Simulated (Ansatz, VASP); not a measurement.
**Two plane-wave programs on HfBi3O**

Contents of INCAR:

```
SYSTEM = HfBi3O
PREC     = Accurate       ! precision mode
ENCUT    = 600            ! plane-wave cutoff, eV
EDIFF    = 1E-7           ! SCF threshold, eV
ISMEAR   = 0              ! smearing method
SIGMA    = 0.1            ! smearing width, eV
LREAL    = .FALSE.        ! projectors in reciprocal space
LASPH    = .TRUE.         ! aspherical terms in the spheres
NELM     = 100            ! most SCF steps
ALGO     = Normal         ! electronic algorithm
ISIF     = 3              ! what is computed and relaxed
LWAVE    = .FALSE.        ! write WAVECAR
LCHARG   = .FALSE.        ! write CHGCAR
GGA      = PE             ! functional
IBRION   = 2              ! ionic algorithm
NSW      = 100            ! ionic steps
EDIFFG   = -0.01          ! ionic threshold
```

Contents of KPOINTS:

```
Automatic mesh
0
G
  8 8 8
  0 0 0
```

POSCAR

```
HfBi3O
1.0
    4.9859557300      0.0000000000      0.0000000000
    0.0000000000      4.9859557300      0.0000000000
    0.0000000000      0.0000000000      4.9859557300
Hf Bi O
1 3 1
Direct
    0.0000000000      0.0000000000      0.0000000000
    0.5000000000      0.0000000000      0.5000000000
    0.5000000000      0.5000000000      0.0000000000
    0.0000000000      0.5000000000      0.5000000000
    0.5000000000      0.5000000000      0.5000000000
```

Input for Ansatz:

```yaml
crystal:
  lattice:
    - [4.98595573, 0.0, 0.0]
    - [0.0, 4.98595573, 0.0]
    - [0.0, 0.0, 4.98595573]
  atoms:
    - { symbol: Hf, position: [0.0, 0.0, 0.0] }
    - { symbol: Bi, position: [0.5, 0.0, 0.5] }
    - { symbol: Bi, position: [0.5, 0.5, 0.0] }
    - { symbol: Bi, position: [0.0, 0.5, 0.5] }
    - { symbol: O, position: [0.5, 0.5, 0.5] }
basis:
  ecutwfc: 420
kpoints:
  mp_grid: { grid: [8, 8, 8] }
hamiltonian:
  xc: pbe
scf:
  occupations: { method: gaussian, width: 0.1 }
output:
  forces: true
  stress: true
  eigenvalues: true
  write_density: true
  write_potential: true
  elf: true
  volumetric_format: npy
relax:
  adjacent_minimum: "off"
  f_tol: 0.01
  max_steps: 80
  cell: { stress_tol: 0.05 }
```

Change from the starting cell: species swapped into the Pr3InO type (Pm-3m, No. 221).

Alike in both runs: task relaxation of cell and atoms; functional PBE; k mesh 8 × 8 × 8; occupations gaussian, width 0.1 eV; no spin polarisation.

|  | VASP | Ansatz |
| --- | --- | --- |
| version | VASP 6.6.1 | Ansatz 0.2.0 |
| potentials or method | VASP PAW PBE potentials, release 64 (Hf_pv, Bi_d, O), cutoff 600 eV | scalar-relativistic, plane waves, PAW |
| valence electrons in the cell | 61 | 77 |

Ansatz gave:

```
gap on the k mesh at the Fermi level, each at its own relaxed structure (eV) : none
relaxed volume (Å³/atom)                                                     : 23.76
relaxed cell length with the largest relative difference (Å)                 : 4.916
```

Problem. What did VASP give for the same quantities?

Solution. gap on the k mesh at the Fermi level, each at its own relaxed structure (eV): none; relaxed volume (Å³/atom): 23.72; relaxed cell length with the largest relative difference (Å): 4.913.

A gap of «none» marks a metal or a gap that the smearing closes. VASP's potentials hold 61 valence electrons a cell and Ansatz's 77, so a difference there can come from the potentials and not from the codes.

Spin-orbit coupling is off throughout.
